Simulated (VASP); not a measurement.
# Ti (Fm-3m) in VASP: further runs

Ti is run at these levels: PBE; tasks: single point.

Everything below comes from runs of VASP 6.6.1. Logs are shortened: lines on timing, memory, paths and dates and some standing lists are left out, and cuts for length are marked.

## 1. The cell of the first run

The structure is cubic, space group Fm-3m (No. 225). The conventional cell has a = 3.849 Å, b = 3.849 Å, c = 3.849 Å, α = 90.00°, β = 90.00°, γ = 90.00°. Ti (site symmetry m-3m) has 12 Ti at 2.72 Å within 3.6 Å.

## 2. Single point, PBE

INCAR

```
PREC = Accurate ; ENCUT = 520
EDIFF = 1E-6 ; ISMEAR = 0
SIGMA = 0.15 ; LREAL = False
LASPH = True ; NELM = 60
ALGO = Normal ; ISIF = 2
LWAVE = False ; LCHARG = False
GGA = PE ; NBANDS = 12
```

KPOINTS

```
Automatic mesh
0
Gamma
  20 20 20
```

POSCAR

```
Ti
1.0
    0.0000000000      1.9243855913      1.9243855913
    1.9243855913      0.0000000000      1.9243855913
    1.9243855913      1.9243855913      0.0000000000
Ti
1
Direct
    0.0000000000      0.0000000000      0.0000000000
```

Potentials or basis: VASP PAW PBE potentials, release 64 (Ti_sv).

The run is started by

```sh
$ cat potpaw_PBE.64/Ti_sv/POTCAR > POTCAR
$ mpirun -np 1 vasp_std > vasp.out
```

OUTCAR:

```text
PREC = Accurate
   ENCUT = 520
   EDIFF = 1E-6
   ISMEAR = 0
   LREAL = False
   LASPH = True
   NELM = 60
   ISIF = 2
   GGA = PE

 ion  position               nearest neighbor table
   1  0.000  0.000  0.000-

  LATTYP: Found a face centered cubic cell.
 ALAT       =     3.8487711826

  Lattice vectors:

 A1 = (   0.0000000000,   1.9243855913,   1.9243855913)
 A2 = (   1.9243855913,   0.0000000000,   1.9243855913)
 A3 = (   1.9243855913,   1.9243855913,   0.0000000000)

Analysis of symmetry for initial positions (statically):
=====================================================================
 Subroutine PRICEL returns:
 Original cell was already a primitive cell.

 Routine SETGRP: Setting up the symmetry group for a
 face centered cubic supercell.

 Subroutine GETGRP returns: Found 48 space group operations
 (whereof 48 operations were pure point group operations)
 out of a pool of 48 trial point group operations.

The static configuration has the point symmetry O_h .

Analysis of symmetry for dynamics (positions and initial velocities):
=====================================================================
 Subroutine PRICEL returns:
 Original cell was already a primitive cell.

 Routine SETGRP: Setting up the symmetry group for a
 face centered cubic supercell.

 Subroutine GETGRP returns: Found 48 space group operations
 (whereof 48 operations were pure point group operations)
 out of a pool of 48 trial point group operations.

The dynamic configuration has the point symmetry O_h .

 Subroutine INISYM returns: Found 48 space group operations
 (whereof 48 operations are pure point group operations),
 and found     1 'primitive' translations

----------------------------------------------------------------------------------------

                                     Primitive cell

  volume of cell :      14.2530

  direct lattice vectors                    reciprocal lattice vectors
     0.000000000  1.924385591  1.924385591    -0.259823188  0.259823188  0.259823188
     1.924385591  0.000000000  1.924385591     0.259823188 -0.259823188  0.259823188
     1.924385591  1.924385591  0.000000000     0.259823188  0.259823188 -0.259823188

  length of vectors
     2.721492202  2.721492202  2.721492202     0.450026963  0.450026963  0.450026963

  position of ions in fractional coordinates (direct lattice)
     0.000000000  0.000000000  0.000000000

  ion indices of the primitive-cell ions
   primitive index   ion index
                 1           1

----------------------------------------------------------------------------------------

 KPOINTS: Automatic mesh

Automatic generation of k-mesh.
 Grid dimensions read from file:
 generate k-points for:   20   20   20

 Generating k-lattice:

  Cartesian coordinates                     Fractional coordinates (reciprocal lattice)
    -0.012991159  0.012991159  0.012991159     0.050000000  0.000000000  0.000000000
     0.012991159 -0.012991159  0.012991159     0.000000000  0.050000000  0.000000000
     0.012991159  0.012991159 -0.012991159     0.000000000  0.000000000  0.050000000

  Length of vectors
     0.022501348  0.022501348  0.022501348

  Shift w.r.t. Gamma in fractional coordinates (k-lattice)
     0.000000000  0.000000000  0.000000000

 Subroutine IBZKPT returns following result:
 ===========================================

 Found    256 irreducible k-points:

 Following reciprocal coordinates:
            Coordinates               Weight
  0.000000  0.000000  0.000000      1.000000
  0.050000  0.000000  0.000000      8.000000
  0.100000  0.000000  0.000000      8.000000
  0.150000  0.000000  0.000000      8.000000
  0.200000  0.000000  0.000000      8.000000
  0.250000  0.000000  0.000000      8.000000
[... 16 lines left out ...]
 -0.400000  0.050000  0.000000     24.000000
 -0.350000  0.050000  0.000000     24.000000
 [... further k-points ...]
   k-points           NKPTS =    256   k-points in BZ     NKDIM =    256   number of bands    NBANDS=     12
   number of dos      NEDOS =    301   number of ions     NIONS =      1
   total plane-waves  NPLWV =   8000
   dimension x,y,z NGX =    20 NGY =   20 NGZ =   20
   dimension x,y,z NGXF=    40 NGYF=   40 NGZF=   40
   ions per type =               1
   NGX,Y,Z   is equivalent  to a cutoff of  12.22, 12.22, 12.22 a.u.
   NGXF,Y,Z  is equivalent  to a cutoff of  24.43, 24.43, 24.43 a.u.
 SYSTEM =  unknown system
   PREC   = accura    normal or accurate (medium, high low for compatibility)
   ISTART =      0    job   : 0-new  1-cont  2-samecut
   ICHARG =      2    charge: 1-file 2-atom 10-const
   ISPIN  =      1    spin polarized calculation?
   LNONCOLLINEAR =      F non collinear calculations
   LSORBIT =      F    spin-orbit coupling
   LASPH  =      T    aspherical Exc in radial PAW
   ENCUT  =  520.0 eV  38.22 Ry    6.18 a.u.   5.06  5.06  5.06*2*pi/ulx,y,z
   NELM   =     60;   NELMIN=  2; NELMDL= -5     # of ELM steps
   EDIFF  = 0.1E-05   stopping-criterion for ELM
   LREAL  =      F    real-space projection
   EDIFFG = 0.1E-04   stopping-criterion for IOM
   NSW    =      0    number of steps for IOM
   IBRION =     -1    ionic relax: 0-MD 1-quasi-New 2-CG
   NFREE  =      0    steps in history (QN), initial steepest desc. (CG)
   ISIF   =      2    stress and relaxation
   ISYM   =      2    0-nonsym 1-usesym 2-fastsym
   POTIM  = 0.5000    time-step for ionic-motion
   TEBEG  =    0.0;   TEEND  =   0.0 temperature during run
   PSTRESS=    0.0 pullay stress
   NELECT =      12.0000    total number of electrons
   NUPDOWN=      -1.0000    fix difference up-down
   EMIN   =  10.00;   EMAX   =-10.00  energy-range for DOS
   EFERMI =   0.00;   METHOD = LEGACY
   ISMEAR =     0;   SIGMA  =   0.15  broadening in eV -4-tet -1-fermi 0-gaus
   EFERMI_NEDOS =   21; number of points for ismear=-14 and -15
   IALGO  =     38    algorithm
   IMIX   =      4    mixing-type and parameters
     AMIX     =   0.40;   BMIX     =  1.00
     AMIX_MAG =   1.60;   BMIX_MAG =  1.00
  volume/ion in A,a.u.               =      14.25        96.18
  Fermi-wavevector in a.u.,A,eV,Ry     =   1.545847  2.921227 32.513063  2.389643
  Thomas-Fermi vector in A             =   2.651167
   LORBIT       =      0    0 simple, 1 ext, 2 COOP (PROOUT), +10 PAW based schemes
   GGA     = PE    functional components
   LHFCALC =     F    Hartree Fock is set to
   AEXX    =    0.0000 exact exchange contribution
   IVDW    =     0    specifies the selected vdW correction
   LEPSILON=     F    determine dielectric tensor
   LRPA    =     F    only Hartree local field effects (RPA)
 non-spin polarized calculation
 Gauss-broadening in eV      SIGMA  =   0.15
  energy-cutoff  :      520.00
  volume of cell :       14.25
 maximum number of plane-waves:       392
   NGX = 11   NGY = 11   NGZ = 11

 number of electron      11.9999994 magnetization

 Free energy of the ion-electron system (eV)
  ---------------------------------------------------
  ext. energy  EPLUGINS =         0.00000000
  ---------------------------------------------------
  free energy    TOTEN  =        -7.54217304 eV

  energy without entropy =       -7.52749217  energy(sigma->0) =       -7.53483260

 E-fermi :  10.4977     XC(G=0): -12.4617

 val. band max:       10.4911195314   @ k =  -0.4000   0.3500   0.1500
 cond. band min:      10.5013169969   @ k =  -0.3000   0.0500   0.0000
 fundamental gap:      0.0101974655
 Fermi energy:        10.4977322031

 k-point     1 :       0.0000    0.0000    0.0000
  band No.  band energies     occupation
      1     -45.9321      2.00000
      2     -21.4718      2.00000
      3     -21.4718      2.00000
      4     -21.4718      2.00000
      5       3.9979      2.00000
      6      11.4653      0.00000
      7      11.4653      0.00000
      8      11.4653      0.00000
      9      13.5931      0.00000
     10      13.5931      0.00000
     11      26.8493      0.00000
     12      32.3353      0.00000

 k-point     2 :       0.0500    0.0000    0.0000
  band No.  band energies     occupation
      1     -45.9257      2.00000
      2     -21.5041      2.00000
      3     -21.4756      2.00000
      4     -21.4756      2.00000
      5       4.0969      2.00000
      6      11.3987      0.00000
      7      11.5036      0.00000
      8      11.5036      0.00000
      9      13.5655      0.00000
     10      13.5655      0.00000
     11      26.9695      0.00000
     12      31.5953      0.00000

 k-point     3 :       0.1000    0.0000    0.0000
  band No.  band energies     occupation
      1     -45.9071      2.00000
      2     -21.5973      2.00000
      3     -21.4866      2.00000
      4     -21.4866      2.00000
      5       4.3863      2.00000
      6      11.2164      0.00000
      7      11.6065      0.00000
      8      11.6065      0.00000
      9      13.4986      0.00000
     10      13.4986      0.00000
     11      27.2798      0.00000
     12      30.1741      0.00000
[... 286 lines left out ...]
 k-point    23 :      -0.4000    0.0500    0.0000
  band No.  band energies     occupation
      1     -45.6799      2.00000
      2     -22.6313      2.00000
      3     -21.6446      2.00000
      4     -21.6111      2.00000
      5       7.4288      2.00000
      6      11.0950      0.00000
      7      11.4225      0.00000
      8      11.4260      0.00000
      9      14.6324      0.00000
     10      15.0667      0.00000
     11      21.7245      0.00000
     12      26.4782      0.00000

 k-point    24 :      -0.3500    0.0500    0.0000
  band No.  band energies     occupation
      1     -45.7065      2.00000
      2     -22.5157      2.00000
      3     -21.6334      2.00000
      4     -21.5919      2.00000
      5       7.2546      2.00000
      6      10.7807      0.00763
      7      11.4323      0.00000
      8      11.5332      0.00000
      9      14.2661      0.00000
     10      14.7866      0.00000
     11      22.7375      0.00000
     12      26.8976      0.00000

 [... further k-points ...]

------------------------ aborting loop because EDIFF is reached ----------------------------------------

  FORCE on cell =-STRESS in cart. coord.  units (eV):
  Direction    XX          YY          ZZ          XY          YZ          ZX
  --------------------------------------------------------------------------------------
  -------------------------------------------------------------------------------------
  Total        2.5910123      2.5910123      2.5910123      0.0000000     -0.0000000      0.0000000
  in kB      291.2552609    291.2552609    291.2552609      0.0000000     -0.0000000      0.0000000
  external PRESSURE =     291.2552609 kB  Pullay stress =       0.0000000 kB

 VOLUME and BASIS-vectors are now :
 -----------------------------------------------------------------------------
  energy-cutoff  :      520.00
  volume of cell :       14.25
      direct lattice vectors                 reciprocal lattice vectors
     0.000000000  1.924385591  1.924385591    -0.259823188  0.259823188  0.259823188
     1.924385591  0.000000000  1.924385591     0.259823188 -0.259823188  0.259823188
     1.924385591  1.924385591  0.000000000     0.259823188  0.259823188 -0.259823188

 POSITION                                       TOTAL-FORCE (eV/Angst)
 -----------------------------------------------------------------------------------
      0.00000      0.00000      0.00000         0.000000      0.000000      0.000000
 -----------------------------------------------------------------------------------
    total drift:                               -0.000000     -0.000000     -0.000000

  FREE ENERGIE OF THE ION-ELECTRON SYSTEM (eV)
  ---------------------------------------------------
  free  energy   TOTEN  =        -7.5421730359 eV

  energy  without entropy=       -7.5274921709  energy(sigma->0) =       -7.53483260
```

It took 44 s on 1 thread of AMD EPYC 7R13, shared host; peak memory 0.13 GiB.

What came out:

- Free energy: -7.5422 eV
- Pressure: 29.1 GPa
- Band gap on the k mesh: zero (band 6 reaches 11.47 eV, above the bottom of band 7 at 10.05 eV)

## 3. Single point, PBE

This run uses another cell than the first one, of 15.30 Å³/atom, 1.073 times its volume.

INCAR

```
SYSTEM = Ti
  PREC = Accurate
  ENCUT = 520
  EDIFF = 1E-7
  ISMEAR = 0
  SIGMA = 0.15
  LREAL = .FALSE.
  LASPH = .TRUE.
  NELM = 100
  ALGO = Normal
  ISIF = 2
  LWAVE = .FALSE.
  LCHARG = .TRUE.
  GGA = PE
  LELF = .TRUE.
  LVHAR = .TRUE.
  NBANDS = 12
```

KPOINTS

```
Automatic mesh
0
G
  20 20 20
  0 0 0
```

POSCAR

```
Ti
1.0
    0.0000000000      1.9702256091      1.9702256091
    1.9702256091      0.0000000000      1.9702256091
    1.9702256091      1.9702256091      0.0000000000
Ti
1
Direct
    0.0000000000      0.0000000000      0.0000000000
```

Potentials or basis: VASP PAW PBE potentials, release 64 (Ti_sv).

The run is started by

```sh
$ cat potpaw_PBE.64/Ti_sv/POTCAR > POTCAR
$ mpirun -np 1 vasp_std > vasp.out
```

OUTCAR:

```text
SYSTEM = Ti
   PREC = Accurate
   ENCUT = 520
   EDIFF = 1E-7
   ISMEAR = 0
   LREAL = .FALSE.
   LASPH = .TRUE.
   NELM = 100
   ISIF = 2
   GGA = PE

 ion  position               nearest neighbor table
   1  0.000  0.000  0.000-

  LATTYP: Found a face centered cubic cell.
 ALAT       =     3.9404512182

  Lattice vectors:

 A1 = (   0.0000000000,   1.9702256091,   1.9702256091)
 A2 = (   1.9702256091,   0.0000000000,   1.9702256091)
 A3 = (   1.9702256091,   1.9702256091,   0.0000000000)

Analysis of symmetry for initial positions (statically):
=====================================================================
 Subroutine PRICEL returns:
 Original cell was already a primitive cell.

 Routine SETGRP: Setting up the symmetry group for a
 face centered cubic supercell.

 Subroutine GETGRP returns: Found 48 space group operations
 (whereof 48 operations were pure point group operations)
 out of a pool of 48 trial point group operations.

The static configuration has the point symmetry O_h .

Analysis of symmetry for dynamics (positions and initial velocities):
[... 170 lines left out ...]
      4     -22.5464      2.00000
      5       3.2671      2.00000
      6      10.5871      0.00000
      7      10.5871      0.00000
      8      10.5871      0.00000
      9      12.5245      0.00000
     10      12.5245      0.00000
     11      25.5978      0.00000
     12      30.7133      0.00000
[... 331 lines left out ...]
 k-point    24 :      -0.3500    0.0500    0.0000
  band No.  band energies     occupation
      1     -46.6963      2.00000
      2     -23.3849      2.00000
      3     -22.6779      2.00000
      4     -22.6447      2.00000
      5       6.4929      2.00000
      6       9.8079      0.12156
      7      10.5611      0.00000
      8      10.6572      0.00000
      9      13.1389      0.00000
     10      13.6043      0.00000
     11      21.0168      0.00000
     12      25.5398      0.00000

 [... further k-points ...]

------------------------ aborting loop because EDIFF is reached ----------------------------------------

  FORCE on cell =-STRESS in cart. coord.  units (eV):
  Direction    XX          YY          ZZ          XY          YZ          ZX
  --------------------------------------------------------------------------------------
  -------------------------------------------------------------------------------------
  Total        1.5860378      1.5860378      1.5860378     -0.0000000     -0.0000000      0.0000000
  in kB      166.1293031    166.1293031    166.1293031     -0.0000000     -0.0000000      0.0000000
  external PRESSURE =     166.1293031 kB  Pullay stress =       0.0000000 kB

 VOLUME and BASIS-vectors are now :
 -----------------------------------------------------------------------------
  energy-cutoff  :      520.00
  volume of cell :       15.30
      direct lattice vectors                 reciprocal lattice vectors
     0.000000000  1.970225609  1.970225609    -0.253778043  0.253778043  0.253778043
     1.970225609  0.000000000  1.970225609     0.253778043 -0.253778043  0.253778043
     1.970225609  1.970225609  0.000000000     0.253778043  0.253778043 -0.253778043

 POSITION                                       TOTAL-FORCE (eV/Angst)
 -----------------------------------------------------------------------------------
      0.00000      0.00000      0.00000        -0.000000      0.000000     -0.000000
 -----------------------------------------------------------------------------------
    total drift:                               -0.000000     -0.000000     -0.000000

  FREE ENERGIE OF THE ION-ELECTRON SYSTEM (eV)
  ---------------------------------------------------
  free  energy   TOTEN  =        -7.6896648585 eV

  energy  without entropy=       -7.6734035508  energy(sigma->0) =       -7.68153420
```

It took 76 s on 1 thread of AMD EPYC 7R13, shared host; peak memory 0.14 GiB.

Results:

| Property | Result |
| --- | --- |
| Free energy | -7.6897 eV |
| Pressure | 16.6 GPa |
| Band gap on the k mesh | zero (band 6 reaches 10.59 eV, above the bottom of band 7 at 9.22 eV) |

## 4. Single point, PBE

This run uses another cell than the first one, of 16.34 Å³/atom, 1.146 times its volume.

INCAR

```
  PREC = Accurate
  ENCUT = 520
  EDIFF = 1E-6
  ISMEAR = 0
  SIGMA = 0.15
  LREAL = F
  LASPH = T
  NELM = 80
  ALGO = Normal
  ISIF = 2
  LWAVE = F
  LCHARG = F
  GGA = PE
  NBANDS = 12
```

KPOINTS

```
regular mesh
0
Gamma
  20 20 20
```

POSCAR

```
Ti
1.0
    0.0000000000      2.0140264001      2.0140264001
    2.0140264001      0.0000000000      2.0140264001
    2.0140264001      2.0140264001      0.0000000000
Ti
1
Direct
    0.0000000000      0.0000000000      0.0000000000
```

The run is started by

```sh
$ cat potpaw_PBE.64/Ti_sv/POTCAR > POTCAR
$ mpirun -np 1 vasp_std > vasp.out
```

It took 71 s on 1 thread of AMD EPYC 7R13, shared host; peak memory 0.15 GiB.

It converged, with:

```yaml
Free_energy: -7.7659 eV
Pressure: 7.1 GPa
Band_gap_on_the_k_mesh: zero (band 6 reaches 9.80 eV, above the bottom of band 7 at 8.48 eV)
```

Levels at points of the mesh, in eV from the Fermi level:
```tsv
k point	band 3	band 4	band 5	band 6	band 7	band 8	band 9	band 10
(0.00, 0.00, 0.00)	-32.39	-32.39	-6.24	0.91	0.91	0.91	2.68	2.68
(0.50, 0.00, 0.00)	-32.49	-32.49	-2.73	0.78	0.78	0.79	3.85	3.85
(0.50, 0.50, 0.00)	-32.67	-32.67	-2.79	-1.88	3.13	3.84	4.15	4.15
```

(Part 1 of 2 ends here.)
